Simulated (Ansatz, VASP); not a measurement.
One calculation of MnO, two programs

```
Mn O
1.0
     0.04444    2.24422    2.24422
     2.24422    0.04444    2.24422
     2.24422    2.24422    0.04444
Mn O
1 1
Cartesian
  0.0000 0.0000 0.0000
  2.2664 2.2664 2.2664
```

Change from the starting cell: equal xy, yz and zx shear strains of +2 %.

Alike in both runs: task single point; functional PBE; k mesh 16 × 16 × 16; occupations fermi-dirac, width 0.05 eV; collinear spin.

```csv
,VASP,Ansatz
version,VASP 6.6.1,Ansatz 0.2.0
potentials or method,"VASP PAW PBE potentials, release 64 (Mn_pv, O), cutoff 520 eV","all-electron LAPW, scalar-relativistic"
```

```tsv
	VASP	Ansatz	Ansatz less VASP
pressure (GPa)	0.0	-0.1	-0.16
traceless stress, the component that is largest in VASP (GPa)	-1.32	-1.32	+0.001
net moment per atom (μB)	2.38	2.38	0.000
size of the moment on the site where the two differ most (μB)	0.20	0.23	+0.030
```

Site moments also hang on the region over which each program counts them. Ansatz ran all-electron here, and VASP with PAW potentials.
